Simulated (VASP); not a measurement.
Write the native input for VASP 6.6.1 that does the following.

```
Task                   : single point
Functional             : PBE
Potentials or basis    : VASP PAW PBE potentials, release 64 (Ba_sv, Te)
Cutoff                 : 520 eV
k mesh                 : 7 × 7 × 7
Occupations            : fermi-dirac, width 0.05 eV
Spin                   : no spin polarisation
Dipole correction      : no
Further INCAR settings : ALGO = Normal; EDIFF = 1e-06; NBANDS = 15
```

The structure of BaTe lies in POSCAR:

```
BaTe
1.0
    0.0000000000      3.4100000000      3.4100000000
    3.4100000000      0.0000000000      3.4100000000
    3.4100000000      3.4100000000      0.0000000000
Ba Te
1 1
Direct
   -0.0040420000      0.0070370000     -0.0072940000
    0.5045320000      0.5000230000      0.5071330000
```

This cell differs from its parent crystal: atoms moved at random.

One way to write it, as run:

INCAR

```
ALGO = Normal
EDIFF = 1E-6
ENCUT = 520
GGA = PE
ISIF = 2
ISMEAR = -1
LASPH = True
LCHARG = False
LREAL = False
LWAVE = False
NBANDS = 15
NELM = 80
PREC = Accurate
SIGMA = 0.05
```

KPOINTS

```
k-points
0
Gamma
  7 7 7
```

Potentials or basis: VASP PAW PBE potentials, release 64 (Ba_sv, Te).

The run is started by

```bash
$ cat potpaw_PBE.64/Ba_sv/POTCAR potpaw_PBE.64/Te/POTCAR > POTCAR
$ mpirun -np 1 vasp_std > vasp.out
```

It gave:

```yaml
Pressure: 4.3 GPa
Largest_force: 0.257 eV/Å
Band_gap_on_the_k_mesh: 1.40 eV, indirect (least direct gap 1.77 eV)
```

Caveat: the cell differs from its parent crystal (atoms moved at random); spin-orbit coupling is left out, which moves the levels of the heavy elements.

It used 280 s of CPU time on 1 thread of AMD EPYC 7R13 Processor (Zen 3), on a shared host.
